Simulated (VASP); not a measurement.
Set up this calculation in VASP 6.6.1, as the native input.

- Task: relaxation of cell and atoms
- Functional: r2SCAN
- Potentials or basis: VASP PAW PBE potentials, release 64 (Mo_sv)
- Cutoff: 600 eV
- k mesh: 19 × 19 × 19
- Occupations: methfessel-paxton, width 0.1 eV
- Spin: no spin polarisation
- Dipole correction: no
- Further INCAR settings: ALGO = Normal; EDIFF = 1e-06; IBRION = 2; EDIFFG = -0.01; NSW = 80; ISIF = 3

The system is Mo.

```
Mo
1.0
    -1.57342    1.57342    1.57342
     1.57342   -1.57342    1.57342
     1.57342    1.57342   -1.57342
Mo
1
Direct
  0.00000 0.00000 0.00000
```

The input as run:

POSCAR

```
Mo
1.0
   -1.5734150000      1.5734150000      1.5734150000
    1.5734150000     -1.5734150000      1.5734150000
    1.5734150000      1.5734150000     -1.5734150000
Mo
1
Direct
    0.0000000000      0.0000000000      0.0000000000
```

INCAR.step1

```
SYSTEM = Mo
PREC = Accurate
ENCUT = 600
ISMEAR = 1
SIGMA = 0.1
LREAL = .FALSE.
LASPH = .TRUE.
NELM = 100
GGA = PE
ALGO = Normal
EDIFF = 1E-4
LWAVE = .TRUE.
LCHARG = .FALSE.
```

INCAR.step2

```
SYSTEM = Mo
PREC = Accurate
ENCUT = 600
EDIFF = 1E-6
ISMEAR = 1
SIGMA = 0.1
LREAL = .FALSE.
LASPH = .TRUE.
NELM = 100
ALGO = Normal
ISIF = 3
LWAVE = .FALSE.
LCHARG = .FALSE.
METAGGA = R2SCAN
LMIXTAU = .TRUE.
IBRION = 2
NSW = 80
EDIFFG = -0.01
ISTART = 1
```

KPOINTS

```
regular mesh
0
G
  19 19 19
  0 0 0
```

Potentials or basis: VASP PAW PBE potentials, release 64 (Mo_sv).

Command:

```console
$ cat potpaw_PBE.64/Mo_sv/POTCAR > POTCAR
$ cp INCAR.step1 INCAR
$ mpirun -np 1 vasp_std > vasp.out
$ cp INCAR.step2 INCAR
$ mpirun -np 1 vasp_std > vasp.out
```

It gave:

```yaml
Relaxed_volume: 15.71 Å³/atom
Relaxed_cell: a = 2.732 Å, b = 2.732 Å, c = 2.732 Å, α = 109.47°, β = 109.47°, γ = 109.47°
Space_group_after_relaxing_to_0.1_Å: Im-3m (No. 229)
Energy_gained_by_relaxing: 0.8 meV/atom
Ionic_steps: 3
Pressure_after_relaxing: 0.0 GPa
Band_gap_on_the_k_mesh: zero (bands 7 and 8 overlap by 5.33 eV)
```

Caveat: the PAW data sets were made with another functional, which shifts forces and pressure a little.

It took 2 min on 1 thread of Intel(R) Xeon(R) 6975P-C (Granite Rapids), with other jobs on the host, peak memory 0.18 GiB.
